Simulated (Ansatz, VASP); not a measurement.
# Two plane-wave programs on As2F3

Contents of INCAR:

```
PREC = Accurate
ENCUT = 600
EDIFF = 1E-7
ISMEAR = 0
SIGMA = 0.1
LREAL = F
LASPH = T
NELM = 100
ALGO = Normal
ISIF = 3
LWAVE = F
LCHARG = F
GGA = PE
IBRION = 2
NSW = 100
EDIFFG = -0.01
```

KPOINTS

```
Automatic mesh
0
Gamma
  12 12 6
```

Contents of POSCAR:

```
As2F3
1.0
    3.8099697023      0.0000000000      0.0000000000
   -1.9049848511      3.2995305498      0.0000000000
    0.0000000000      0.0000000000      6.4475709435
As F
2 3
Direct
    0.3333333333      0.6666666667      0.1732821344
    0.6666666667      0.3333333333      0.8267178656
    0.0000000000      0.0000000000      0.0000000000
    0.3333333333      0.6666666667      0.7009610089
    0.6666666667      0.3333333333      0.2990389911
```

Input for Ansatz:

```yaml
crystal:
  lattice:
    - [3.8099697023, 0.0, 0.0]
    - [-1.9049848511, 3.2995305498, 0.0]
    - [0.0, 0.0, 6.4475709435]
  atoms:
    - { symbol: As, position: [0.3333333333, 0.6666666667, 0.1732821344] }
    - { symbol: As, position: [0.6666666667, 0.3333333333, 0.8267178656] }
    - { symbol: F, position: [0.0, 0.0, 0.0] }
    - { symbol: F, position: [0.3333333333, 0.6666666667, 0.7009610089] }
    - { symbol: F, position: [0.6666666667, 0.3333333333, 0.2990389911] }
basis:
  ecutwfc: 420
kpoints:
  mp_grid: { grid: [12, 12, 6] }
hamiltonian:
  xc: pbe
scf:
  occupations: { method: gaussian, width: 0.1 }
output:
  forces: true
  stress: true
  eigenvalues: true
relax:
  adjacent_minimum: "off"
  f_tol: 0.01
  max_steps: 80
  cell: { stress_tol: 0.05 }
```

Alike in both runs: task relaxation of cell and atoms; functional PBE; k mesh 12 × 12 × 6; occupations gaussian, width 0.1 eV; no spin polarisation.

|  | VASP | Ansatz |
| --- | --- | --- |
| version | VASP 6.6.1 | Ansatz 0.2.0 |
| potentials or method | VASP PAW PBE potentials, release 64 (As, F), cutoff 600 eV | scalar-relativistic, plane waves, PAW |
| valence electrons in the cell | 31 | 51 |

Ansatz gave:

- gap on the k mesh at the Fermi level, each at its own relaxed structure (eV): none
- relaxed volume (Å³/atom): 16.59
- relaxed length of the cell vector where the two differ most in proportion (Å): 6.622

**Question.** Which values does VASP return?

**Answer.** gap on the k mesh at the Fermi level, each at its own relaxed structure (eV): none; relaxed volume (Å³/atom): 16.15; relaxed length of the cell vector where the two differ most in proportion (Å): 6.454.

A gap of «none» marks a metal or a gap that the smearing closes. VASP's potentials hold 31 valence electrons a cell and Ansatz's 51, so a difference there can come from the potentials and not from the codes.
